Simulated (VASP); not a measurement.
A run of VASP 6.6.1:

File INCAR:

```
PREC = Accurate ; ENCUT = 520
EDIFF = 1E-6 ; ISMEAR = 0
SIGMA = 0.01 ; LREAL = F
LASPH = T ; NELM = 80
ALGO = Normal ; ISIF = 2
LWAVE = F ; LCHARG = F
GGA = PE ; NBANDS = 16
```

The input KPOINTS:

```
Automatic mesh
0
Gamma
  10 10 10
```

Contents of POSCAR:

```
ZnS
1.0
    0.0000000000      2.7211543038      2.7211543038
    2.7211543038      0.0000000000      2.7211543038
    2.7211543038      2.7211543038      0.0000000000
Zn S
1 1
Direct
    0.0000000000      0.0000000000      0.0000000000
    0.7500000000      0.7500000000      0.7500000000
```

Potentials or basis: VASP PAW PBE potentials, release 64 (Zn, S).

The run is started by

```console
$ cat potpaw_PBE.64/Zn/POTCAR potpaw_PBE.64/S/POTCAR > POTCAR
$ mpirun -np 1 vasp_std > vasp.out
```

Hardware: 1 thread of Intel Xeon 8259CL, on a shared host.

Task: Estimate the wall time of this run.

Result: Run time: 48 s on 1 thread of Intel Xeon 8259CL, on a shared host, peak memory 0.18 GiB. Counts: scf iterations 12, k points 47.
